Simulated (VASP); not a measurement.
Set up this calculation in VASP 6.6.1, as the native input.

| Item | Value |
| --- | --- |
| Task | single point |
| Functional | PBEsol |
| Potentials or basis | VASP PAW PBE potentials, release 64 (Cu, Sb, S) |
| Cutoff | 520 eV |
| k mesh | 4 × 4 × 2 |
| Occupations | fermi-dirac, width 0.05 eV |
| Spin | no spin polarisation |
| Dipole correction | no |
| Further INCAR settings | ALGO = Normal; EDIFF = 1e-06; NBANDS = 45 |

The structure of CuSbS3 lies in POSCAR:

```
CuSbS3
1.0
    4.0886884812     -0.2574412750      0.9381532770
   -0.2325499364      4.9734273291      0.1950845492
    1.8739759399      0.4063985304     10.4569928765
Cu Sb S
2 2 6
Direct
   -0.0411071203     -0.2910287298     -0.0719880273
   -0.4653658903      0.0024729044      0.4951244453
    0.2117257254      0.6644904992      0.2509338590
    0.8703848848      0.4599713391      0.6589437143
   -0.1283570690      0.8799362461      0.1246092035
    0.1382196554      0.0659342235      0.3884486301
    0.5027260370      0.3550504856      0.0178756892
    0.2939010259      0.3712558448      0.8760012295
    1.0445925249     -0.0890378571      0.7201171445
    0.5717542205      0.5215724213      0.4919448965
```

The input as run:

INCAR

```
PREC     = Accurate       # precision mode
ENCUT    = 520            # plane-wave cutoff, eV
EDIFF    = 1E-6           # SCF threshold, eV
ISMEAR   = -1             # smearing method
SIGMA    = 0.05           # smearing width, eV
LREAL    = False          # projectors in reciprocal space
LASPH    = True           # aspherical terms in the spheres
NELM     = 80             # most SCF steps
ALGO     = Normal         # electronic algorithm
ISIF     = 2              # what is computed and relaxed
LWAVE    = False          # write WAVECAR
LCHARG   = False          # write CHGCAR
GGA      = PS             # functional
NBANDS   = 45             # bands
```

KPOINTS

```
regular mesh
0
Gamma
  4 4 2
```

Potentials or basis: VASP PAW PBE potentials, release 64 (Cu, Sb, S).

The run is started by

```console
$ cat potpaw_PBE.64/Cu/POTCAR potpaw_PBE.64/Sb/POTCAR potpaw_PBE.64/S/POTCAR > POTCAR
$ mpirun -np 1 vasp_std > vasp.out
```

It gave:

* Pressure: 0.0 GPa
* Largest force: 0.121 eV/Å
* Band gap on the k mesh: zero (bands 34 and 35 overlap by 0.81 eV)

Caveat: the k points lie up to 0.41 Å⁻¹ apart, too coarse for converged energies and pressures of a metal; the PAW data sets were made with another functional, which shifts forces and pressure a little; spin-orbit coupling is left out, which moves the levels of the heavy elements.

Wall time 2.7 min on 1 thread of Intel(R) Xeon(R) 6975P-C (Granite Rapids) (shared host), peak memory 0.4 GiB.
